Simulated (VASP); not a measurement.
# BiC (Pm-3m) in VASP: further runs

BiC is run at these levels: PBE; tasks: single point, relaxation of cell and atoms.

Program: VASP 6.6.1. These are calculated values, not measurements. Logs are shortened: lines on timing, memory, paths and dates and some standing lists are left out, and cuts for length are marked.

**1. The cell of the first run**

It takes space group Pm-3m (No. 221, cubic). The conventional cell has a = 3.246 Å, b = 3.246 Å, c = 3.246 Å, α = 90.00°, β = 90.00°, γ = 90.00°. Bi (site symmetry m-3m) has 8 C at 2.81 Å and 6 Bi at 3.25 Å within 3.7 Å. C (site symmetry m-3m) has 8 Bi at 2.81 Å and 6 C at 3.25 Å within 3.7 Å.

**2. Single point, PBE**

File INCAR:

```
  PREC = Accurate
  ENCUT = 520
  EDIFF = 1E-6
  ISMEAR = 0
  SIGMA = 0.1
  LREAL = False
  LASPH = True
  NELM = 80
  ALGO = Normal
  ISIF = 2
  LWAVE = False
  LCHARG = False
  GGA = PE
  NBANDS = 16
```

File KPOINTS:

```
Automatic mesh
0
Gamma
  6 6 6
```

File POSCAR:

```
BiC
1.0
    3.2456467229      0.0000000000      0.0000000000
    0.0000000000      3.2456467229      0.0000000000
    0.0000000000      0.0000000000      3.2456467229
Bi C
1 1
Direct
    0.0000000000      0.0000000000      0.0000000000
    0.5000000000      0.5000000000      0.5000000000
```

Potentials or basis: VASP PAW PBE potentials, release 64 (Bi_d, C).

Launch:

```console
> cat potpaw_PBE.64/Bi_d/POTCAR potpaw_PBE.64/C/POTCAR > POTCAR
> mpirun -np 1 vasp_std > vasp.out
```

OUTCAR:

```text
PREC = Accurate
   ENCUT = 520
   EDIFF = 1E-6
   ISMEAR = 0
   LREAL = False
   LASPH = True
   NELM = 80
   ISIF = 2
   GGA = PE

 ion  position               nearest neighbor table
   1  0.000  0.000  0.000-   2 2.81   2 2.81   2 2.81   2 2.81   2 2.81   2 2.81   2 2.81   2 2.81

   2  0.500  0.500  0.500-   1 2.81   1 2.81   1 2.81   1 2.81   1 2.81   1 2.81   1 2.81   1 2.81

  LATTYP: Found a simple cubic cell.
 ALAT       =     3.2456467229

  Lattice vectors:

 A1 = (   3.2456467229,   0.0000000000,   0.0000000000)
 A2 = (   0.0000000000,   3.2456467229,   0.0000000000)
 A3 = (   0.0000000000,   0.0000000000,   3.2456467229)

Analysis of symmetry for initial positions (statically):
=====================================================================
 Subroutine PRICEL returns:
 Original cell was already a primitive cell.

 Routine SETGRP: Setting up the symmetry group for a
 simple cubic supercell.

 Subroutine GETGRP returns: Found 48 space group operations
 (whereof 48 operations were pure point group operations)
 out of a pool of 48 trial point group operations.

The static configuration has the point symmetry O_h .

Analysis of symmetry for dynamics (positions and initial velocities):
=====================================================================
 Subroutine PRICEL returns:
 Original cell was already a primitive cell.

 Routine SETGRP: Setting up the symmetry group for a
 simple cubic supercell.

 Subroutine GETGRP returns: Found 48 space group operations
 (whereof 48 operations were pure point group operations)
 out of a pool of 48 trial point group operations.

The dynamic configuration has the point symmetry O_h .

 Subroutine INISYM returns: Found 48 space group operations
 (whereof 48 operations are pure point group operations),
 and found     1 'primitive' translations

----------------------------------------------------------------------------------------

                                     Primitive cell

  volume of cell :      34.1904

  direct lattice vectors                    reciprocal lattice vectors
     3.245646723  0.000000000  0.000000000     0.308105005  0.000000000  0.000000000
     0.000000000  3.245646723  0.000000000     0.000000000  0.308105005  0.000000000
     0.000000000  0.000000000  3.245646723     0.000000000  0.000000000  0.308105005

  length of vectors
     3.245646723  3.245646723  3.245646723     0.308105005  0.308105005  0.308105005

  position of ions in fractional coordinates (direct lattice)
     0.000000000  0.000000000  0.000000000
     0.500000000  0.500000000  0.500000000

  ion indices of the primitive-cell ions
   primitive index   ion index
                 1           1
                 2           2

----------------------------------------------------------------------------------------

 KPOINTS: Automatic mesh

Automatic generation of k-mesh.
 Grid dimensions read from file:
 generate k-points for:    6    6    6

 Generating k-lattice:

  Cartesian coordinates                     Fractional coordinates (reciprocal lattice)
     0.051350834  0.000000000  0.000000000     0.166666667  0.000000000  0.000000000
     0.000000000  0.051350834  0.000000000     0.000000000  0.166666667  0.000000000
     0.000000000  0.000000000  0.051350834     0.000000000  0.000000000  0.166666667

  Length of vectors
     0.051350834  0.051350834  0.051350834

  Shift w.r.t. Gamma in fractional coordinates (k-lattice)
     0.000000000  0.000000000  0.000000000

 Subroutine IBZKPT returns following result:
 ===========================================

 Found     20 irreducible k-points:

 Following reciprocal coordinates:
            Coordinates               Weight
  0.000000  0.000000  0.000000      1.000000
  0.166667  0.000000  0.000000      6.000000
  0.333333  0.000000  0.000000      6.000000
  0.500000  0.000000  0.000000      3.000000
  0.166667  0.166667  0.000000     12.000000
  0.333333  0.166667  0.000000     24.000000
[... 12 lines left out ...]
  0.500000  0.500000  0.333333      6.000000
  0.500000  0.500000  0.500000      1.000000
   k-points           NKPTS =     20   k-points in BZ     NKDIM =     20   number of bands    NBANDS=     16
   number of dos      NEDOS =    301   number of ions     NIONS =      2
   total plane-waves  NPLWV =  13824
   dimension x,y,z NGX =    24 NGY =   24 NGZ =   24
   dimension x,y,z NGXF=    48 NGYF=   48 NGZF=   48
   ions per type =               1   1
   NGX,Y,Z   is equivalent  to a cutoff of  12.29, 12.29, 12.29 a.u.
   NGXF,Y,Z  is equivalent  to a cutoff of  24.59, 24.59, 24.59 a.u.
 SYSTEM =  unknown system
   PREC   = accura    normal or accurate (medium, high low for compatibility)
   ISTART =      0    job   : 0-new  1-cont  2-samecut
   ICHARG =      2    charge: 1-file 2-atom 10-const
   ISPIN  =      1    spin polarized calculation?
   LNONCOLLINEAR =      F non collinear calculations
   LSORBIT =      F    spin-orbit coupling
   LASPH  =      T    aspherical Exc in radial PAW
   ENCUT  =  520.0 eV  38.22 Ry    6.18 a.u.   6.03  6.03  6.03*2*pi/ulx,y,z
   NELM   =     80;   NELMIN=  2; NELMDL= -5     # of ELM steps
   EDIFF  = 0.1E-05   stopping-criterion for ELM
   LREAL  =      F    real-space projection
   EDIFFG = 0.1E-04   stopping-criterion for IOM
   NSW    =      0    number of steps for IOM
   IBRION =     -1    ionic relax: 0-MD 1-quasi-New 2-CG
   NFREE  =      0    steps in history (QN), initial steepest desc. (CG)
   ISIF   =      2    stress and relaxation
   ISYM   =      2    0-nonsym 1-usesym 2-fastsym
   POTIM  = 0.5000    time-step for ionic-motion
   TEBEG  =    0.0;   TEEND  =   0.0 temperature during run
   PSTRESS=    0.0 pullay stress
   NELECT =      19.0000    total number of electrons
   NUPDOWN=      -1.0000    fix difference up-down
   EMIN   =  10.00;   EMAX   =-10.00  energy-range for DOS
   EFERMI =   0.00;   METHOD = LEGACY
   ISMEAR =     0;   SIGMA  =   0.10  broadening in eV -4-tet -1-fermi 0-gaus
   EFERMI_NEDOS =   21; number of points for ismear=-14 and -15
   IALGO  =     38    algorithm
   IMIX   =      4    mixing-type and parameters
     AMIX     =   0.40;   BMIX     =  1.00
     AMIX_MAG =   1.60;   BMIX_MAG =  1.00
  volume/ion in A,a.u.               =      17.10       115.36
  Fermi-wavevector in a.u.,A,eV,Ry     =   1.345937  2.543452 24.647591  1.811547
  Thomas-Fermi vector in A             =   2.473810
   LORBIT       =      0    0 simple, 1 ext, 2 COOP (PROOUT), +10 PAW based schemes
   GGA     = PE    functional components
   LHFCALC =     F    Hartree Fock is set to
   AEXX    =    0.0000 exact exchange contribution
   IVDW    =     0    specifies the selected vdW correction
   LEPSILON=     F    determine dielectric tensor
   LRPA    =     F    only Hartree local field effects (RPA)
 non-spin polarized calculation
 Gauss-broadening in eV      SIGMA  =   0.10
  energy-cutoff  :      520.00
  volume of cell :       34.19
 maximum number of plane-waves:       931
   NGX = 13   NGY = 13   NGZ = 13

 number of electron      19.0000000 magnetization

 Free energy of the ion-electron system (eV)
  ---------------------------------------------------
  ext. energy  EPLUGINS =         0.00000000
  ---------------------------------------------------
  free energy    TOTEN  =        -8.62725937 eV

  energy without entropy =       -8.61753863  energy(sigma->0) =       -8.62239900

 E-fermi :   8.9341     XC(G=0): -11.4129

 val. band max:        8.8413649692   @ k =   0.5000   0.5000   0.1667
 cond. band min:       8.9553396814   @ k =   0.3333   0.1667   0.0000
 fundamental gap:      0.1139747122
 Fermi energy:         8.9340950301

 k-point     1 :       0.0000    0.0000    0.0000
  band No.  band energies     occupation
      1     -14.4940      2.00000
      2     -14.4940      2.00000
      3     -14.1327      2.00000
      4     -14.1327      2.00000
      5     -14.1327      2.00000
      6      -6.1971      2.00000
[... 8 lines left out ...]
     15      16.1256      0.00000
     16      24.9917      0.00000

 k-point     2 :       0.1667    0.0000    0.0000
  band No.  band energies     occupation
      1     -14.4903      2.00000
      2     -14.4264      2.00000
      3     -14.1558      2.00000
      4     -14.1558      2.00000
      5     -14.1307      2.00000
      6      -5.8035      2.00000
[... 8 lines left out ...]
     15      18.0687      0.00000
     16      22.8409      0.00000

 k-point     3 :       0.3333    0.0000    0.0000
  band No.  band energies     occupation
      1     -14.4827      2.00000
      2     -14.2914      2.00000
      3     -14.2017      2.00000
      4     -14.2017      2.00000
      5     -14.1267      2.00000
      6      -4.6441      2.00000
[... 8 lines left out ...]
     15      20.2239      0.00000
     16      21.5325      0.00000

 k-point     4 :       0.5000    0.0000    0.0000
  band No.  band energies     occupation
      1     -14.4789      2.00000
      2     -14.2244      2.00000
      3     -14.2244      2.00000
      4     -14.2242      2.00000
      5     -14.1247      2.00000
      6      -3.2745      2.00000
[... 8 lines left out ...]
     15      18.6914      0.00000
     16      24.2023      0.00000
[... 248 lines left out ...]
 k-point    18 :       0.5000    0.3333    0.3333
  band No.  band energies     occupation
      1     -14.3096      2.00000
      2     -14.3030      2.00000
      3     -14.2728      2.00000
      4     -14.1565      2.00000
      5     -14.0832      2.00000
      6      -0.5033      2.00000
[... 8 lines left out ...]
     15      21.8629      0.00000
     16      22.4556      0.00000

 k-point    19 :       0.5000    0.5000    0.3333
  band No.  band energies     occupation
      1     -14.3365      2.00000
      2     -14.3001      2.00000
      3     -14.3001      2.00000
      4     -14.1188      2.00000
      5     -14.0425      2.00000
      6       0.3119      2.00000
[... 8 lines left out ...]
     15      22.7366      0.00000
     16      22.7366      0.00000

 k-point    20 :       0.5000    0.5000    0.5000
  band No.  band energies     occupation
      1     -14.3294      2.00000
      2     -14.3294      2.00000
      3     -14.3294      2.00000
      4     -14.0410      2.00000
      5     -14.0410      2.00000
      6       0.7525      2.00000
[... 8 lines left out ...]
     15      23.0255      0.00000
     16      23.0255      0.00000

------------------------ aborting loop because EDIFF is reached ----------------------------------------

  FORCE on cell =-STRESS in cart. coord.  units (eV):
  Direction    XX          YY          ZZ          XY          YZ          ZX
  --------------------------------------------------------------------------------------
  -------------------------------------------------------------------------------------
  Total       -0.0589261     -0.0589261     -0.0589261      0.0000000     -0.0000000      0.0000000
  in kB       -2.7613057     -2.7613057     -2.7613057      0.0000000     -0.0000000      0.0000000
  external PRESSURE =      -2.7613057 kB  Pullay stress =       0.0000000 kB

 VOLUME and BASIS-vectors are now :
 -----------------------------------------------------------------------------
  energy-cutoff  :      520.00
  volume of cell :       34.19
      direct lattice vectors                 reciprocal lattice vectors
     3.245646723  0.000000000  0.000000000     0.308105005  0.000000000  0.000000000
     0.000000000  3.245646723  0.000000000     0.000000000  0.308105005  0.000000000
     0.000000000  0.000000000  3.245646723     0.000000000  0.000000000  0.308105005

 POSITION                                       TOTAL-FORCE (eV/Angst)
 -----------------------------------------------------------------------------------
      0.00000      0.00000      0.00000         0.000000      0.000000      0.000000
      1.62282      1.62282      1.62282         0.000000      0.000000      0.000000
 -----------------------------------------------------------------------------------
    total drift:                                0.000000      0.000000      0.000000

  FREE ENERGIE OF THE ION-ELECTRON SYSTEM (eV)
  ---------------------------------------------------
  free  energy   TOTEN  =        -8.6272593744 eV

  energy  without entropy=       -8.6175386278  energy(sigma->0) =       -8.62239900
```

It took 6.6 s on 1 thread of Intel Xeon Platinum 8259CL at 2.50GHz (Skylake/Cascade Lake), shared host; peak memory 0.14 GiB.

What came out:

```
Free energy : -8.6273 eV
Pressure    : -0.3 GPa
```

Levels at points of the mesh, in eV from the Fermi level:
```
           k point  band 7  band 8  band 9  band 10  band 11  band 12  band 13  band 14
(0.00, 0.00, 0.00)   -5.63   -1.43   -1.43    -1.43     6.46     6.46     7.19     7.19
(0.50, 0.00, 0.00)  -10.85    0.16    0.51     0.51     0.98     4.16     4.16     8.40
(0.50, 0.50, 0.00)   -8.80   -5.81   -5.81     0.73     4.36     4.36     6.48     9.29
(0.50, 0.50, 0.50)   -7.90   -2.12   -2.12    -2.12    -2.05    -2.05    -2.05    14.09
```

Caveat: spin-orbit coupling is left out, which moves the levels of the heavy elements.

**3. Single point, PBE**

This run uses another cell than the first one, of 19.68 Å³/atom, 1.151 times its volume.

File INCAR:

```
  PREC = Accurate
  ENCUT = 520
  EDIFF = 1E-6
  ISMEAR = 0
  SIGMA = 0.1
  LREAL = F
  LASPH = T
  NELM = 80
  ALGO = Normal
  ISIF = 2
  LWAVE = F
  LCHARG = T
  GGA = PE
  LELF = T
  LVHAR = T
  NBANDS = 16
```

KPOINTS is that of step 2.

File POSCAR:

```
BiC
1.0
    3.4016360293      0.0000000000      0.0000000000
    0.0000000000      3.4016360293      0.0000000000
    0.0000000000      0.0000000000      3.4016360293
Bi C
1 1
Direct
    0.0000000000      0.0000000000      0.0000000000
    0.5000000000      0.5000000000      0.5000000000
```

Potentials or basis: VASP PAW PBE potentials, release 64 (Bi_d, C).

Launch:

```console
> cat potpaw_PBE.64/Bi_d/POTCAR potpaw_PBE.64/C/POTCAR > POTCAR
> mpirun -np 1 vasp_std > vasp.out
```

OUTCAR:

```text
PREC = Accurate
   ENCUT = 520
   EDIFF = 1E-6
   ISMEAR = 0
   LREAL = F
   LASPH = T
   NELM = 80
   ISIF = 2
   GGA = PE

 ion  position               nearest neighbor table
   1  0.000  0.000  0.000-   2 2.95   2 2.95   2 2.95   2 2.95   2 2.95   2 2.95   2 2.95   2 2.95

   2  0.500  0.500  0.500-   1 2.95   1 2.95   1 2.95   1 2.95   1 2.95   1 2.95   1 2.95   1 2.95

  LATTYP: Found a simple cubic cell.
 ALAT       =     3.4016360293

  Lattice vectors:

 A1 = (   3.4016360293,   0.0000000000,   0.0000000000)
 A2 = (   0.0000000000,   3.4016360293,   0.0000000000)
 A3 = (   0.0000000000,   0.0000000000,   3.4016360293)

Analysis of symmetry for initial positions (statically):
=====================================================================
 Subroutine PRICEL returns:
 Original cell was already a primitive cell.

 Routine SETGRP: Setting up the symmetry group for a
 simple cubic supercell.

 Subroutine GETGRP returns: Found 48 space group operations
 (whereof 48 operations were pure point group operations)
 out of a pool of 48 trial point group operations.

[... 154 lines left out ...]
  free energy    TOTEN  =        -8.46829949 eV

  energy without entropy =       -8.45862330  energy(sigma->0) =       -8.46346140

 E-fermi :   7.0646     XC(G=0): -10.7235

 val. band max:        7.0638508472   @ k =   0.3333   0.0000   0.0000
 cond. band min:       7.1656853181   @ k =   0.5000   0.5000   0.1667
 fundamental gap:      0.1018344709
 Fermi energy:         7.0646013464

 k-point     1 :       0.0000    0.0000    0.0000
  band No.  band energies     occupation
      1     -16.0789      2.00000
      2     -16.0789      2.00000
      3     -15.8495      2.00000
      4     -15.8495      2.00000
      5     -15.8495      2.00000
      6      -6.8183      2.00000
[... 357 lines left out ...]
      3     -15.9665      2.00000
      4     -15.7927      2.00000
      5     -15.7927      2.00000
      6      -1.2472      2.00000
[... 8 lines left out ...]
     15      19.8230      0.00000
     16      19.8230      0.00000

------------------------ aborting loop because EDIFF is reached ----------------------------------------

  FORCE on cell =-STRESS in cart. coord.  units (eV):
  Direction    XX          YY          ZZ          XY          YZ          ZX
  --------------------------------------------------------------------------------------
  -------------------------------------------------------------------------------------
  Total       -2.1324665     -2.1324665     -2.1324665      0.0000000     -0.0000000      0.0000000
  in kB      -86.8019078    -86.8019078    -86.8019078      0.0000000     -0.0000000      0.0000000
  external PRESSURE =     -86.8019078 kB  Pullay stress =       0.0000000 kB

 VOLUME and BASIS-vectors are now :
 -----------------------------------------------------------------------------
  energy-cutoff  :      520.00
  volume of cell :       39.36
      direct lattice vectors                 reciprocal lattice vectors
     3.401636029  0.000000000  0.000000000     0.293976190  0.000000000  0.000000000
     0.000000000  3.401636029  0.000000000     0.000000000  0.293976190  0.000000000
     0.000000000  0.000000000  3.401636029     0.000000000  0.000000000  0.293976190

 POSITION                                       TOTAL-FORCE (eV/Angst)
 -----------------------------------------------------------------------------------
      0.00000      0.00000      0.00000         0.000000      0.000000      0.000000
      1.70082      1.70082      1.70082         0.000000      0.000000      0.000000
 -----------------------------------------------------------------------------------
    total drift:                               -0.000000      0.000000     -0.000000

  FREE ENERGIE OF THE ION-ELECTRON SYSTEM (eV)
  ---------------------------------------------------
  free  energy   TOTEN  =        -8.4682994915 eV

  energy  without entropy=       -8.4586233049  energy(sigma->0) =       -8.46346140
```

Run time: 13 s. Hardware: 1 thread of Intel Xeon Platinum 8259CL at 2.50GHz (Skylake/Cascade Lake), shared host; peak memory 0.16 GiB.

What came out:

```yaml
Free_energy: -8.4683 eV
Pressure: -8.7 GPa
```

Levels at points of the mesh, in eV from the Fermi level:
```
           k point  band 8  band 9  band 10  band 11  band 12  band 13
(0.00, 0.00, 0.00)   -1.07   -1.07    -1.07     6.08     6.08     6.08
(0.50, 0.00, 0.00)   -0.21    0.58     0.58     0.62     3.67     3.67
(0.50, 0.50, 0.00)   -4.88   -4.88     0.81     3.88     3.88     5.41
(0.50, 0.50, 0.50)   -1.69   -1.69    -1.69    -1.58    -1.58    -1.58
```

Caveat: spin-orbit coupling is left out, which moves the levels of the heavy elements.

(Continued in part 2 of 2.)
